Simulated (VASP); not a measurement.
## MgS: single point with PBE

MgS:

```
Mg S
1.0
     0.00000    2.83088    2.83088
     2.83088    0.00000    2.83088
     2.83088    2.83088    0.00000
Mg S
1 1
Direct
  0.00000 0.00000 0.00000
  0.25000 0.25000 0.25000
```

| Property | Result |
| --- | --- |
| Program | VASP 6.6.1 |
| Task | single point |
| Functional | PBE |
| Potentials or basis | VASP PAW PBE potentials, release 64 (Mg, S) |
| Cutoff | 520 eV |
| k mesh | 4 × 4 × 4 |
| Occupations | gaussian, width 0.01 eV |
| Spin | no spin polarisation |

The pressure is 1.0 GPa. The band gap on the k mesh is 3.45 eV, direct.

Levels at points of the mesh, in eV from the valence-band top:
| k point | band 1 | band 2 | band 3 | band 4 | band 5 | band 6 | band 7 | band 8 | band 9 |
| --- | --- | --- | --- | --- | --- | --- | --- | --- | --- |
| (0.00, 0.00, 0.00) | -11.27 | 0.00 | 0.00 | 0.00 | 3.45 | 7.94 | 7.94 | 7.94 | 10.82 |
| (0.50, 0.00, 0.00) | -10.58 | -3.13 | -0.33 | -0.33 | 5.11 | 7.63 | 7.63 | 8.60 | 12.88 |
| (0.50, 0.50, 0.00) | -10.36 | -2.81 | -1.03 | -1.03 | 3.88 | 5.64 | 11.16 | 12.29 | 12.29 |

Run time: 13 s on 1 thread of AMD EPYC 7R13, on a shared host, peak memory 0.13 GiB.

Caveat: the k points lie up to 0.48 Å⁻¹ apart. A k mesh can miss the band edges.
